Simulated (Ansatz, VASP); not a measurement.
# RbP2O5: VASP beside Ansatz

File INCAR:

```
  ALGO = Normal
  EDIFF = 1E-6
  EDIFFG = -0.04
  ENCUT = 600
  GGA = PE
  IBRION = 2
  ISIF = 3
  ISMEAR = 0
  LASPH = True
  LCHARG = False
  LREAL = False
  LWAVE = False
  NELM = 80
  NSW = 90
  PREC = Accurate
  SIGMA = 0.1
```

KPOINTS

```
k-points
0
Gamma
  6 6 6
```

Contents of POSCAR:

```
RbP2O5
1.0
    5.6589368600      0.0000000000      0.0000000000
   -2.8294684300      4.9007830800      0.0000000000
    0.0000000000      0.0000000000      3.2698627500
Rb P O
1 2 5
Direct
    0.0000000000      0.0000000000      0.0833000000
    0.3333333300      0.6666666700      0.5000000000
    0.6666666700      0.3333333300      0.5000000000
    0.3333333300      0.6666666700      0.9831453100
    0.0000000000      0.5000000000      0.6070381300
    0.5000000000      0.5000000000      0.6070381300
    0.5000000000      0.0000000000      0.6070381300
    0.6666666700      0.3333333300      0.9831453100
```

Input for Ansatz:

```yaml
crystal:
  lattice:
    - [5.65893686, 0.0, 0.0]
    - [-2.82946843, 4.90078308, 0.0]
    - [0.0, 0.0, 3.26986275]
  atoms:
    - { symbol: Rb, position: [0.0, 0.0, 0.0833] }
    - { symbol: P, position: [0.33333333, 0.66666667, 0.5] }
    - { symbol: P, position: [0.66666667, 0.33333333, 0.5] }
    - { symbol: O, position: [0.33333333, 0.66666667, 0.98314531] }
    - { symbol: O, position: [0.0, 0.5, 0.60703813] }
    - { symbol: O, position: [0.5, 0.5, 0.60703813] }
    - { symbol: O, position: [0.5, 0.0, 0.60703813] }
    - { symbol: O, position: [0.66666667, 0.33333333, 0.98314531] }
basis:
  ecutwfc: 420
kpoints:
  mp_grid: { grid: [6, 6, 6] }
hamiltonian:
  xc: pbe
scf:
  occupations: { method: gaussian, width: 0.1 }
  lower_state_search: "off"
output:
  forces: true
  stress: true
  eigenvalues: true
relax:
  adjacent_minimum: "off"
  f_tol: 0.04
  max_steps: 70
  cell: { stress_tol: 0.4 }
```

Alike in both runs: task relaxation of cell and atoms; functional PBE; k mesh 6 × 6 × 6; occupations gaussian, width 0.1 eV; no spin polarisation.

|  | VASP | Ansatz |
| --- | --- | --- |
| version | VASP 6.6.1 | Ansatz 0.2.0 |
| potentials or method | VASP PAW PBE potentials, release 64 (Rb_sv, P, O), cutoff 600 eV | scalar-relativistic, plane waves, PAW |
| valence electrons in the cell | 49 | 49 |

|  | VASP | Ansatz | Ansatz less VASP |
| --- | --- | --- | --- |
| gap on the k mesh at the Fermi level, each at its own relaxed structure (eV) | none | none | - |
| relaxed volume (Å³/atom) | 14.60 | 18.18 | +3.579 |
| relaxed length of the cell vector where the two differ most in proportion (Å) | 4.497 | 5.689 | +1.1918 |

A gap of «none» marks a metal or a gap that the smearing closes. One of these differences is far larger than is usual between the two programs; its cause wasn't traced.

Noted on VASP's run: the volume moved by over 15 % at a fixed basis, so the end points are rough.
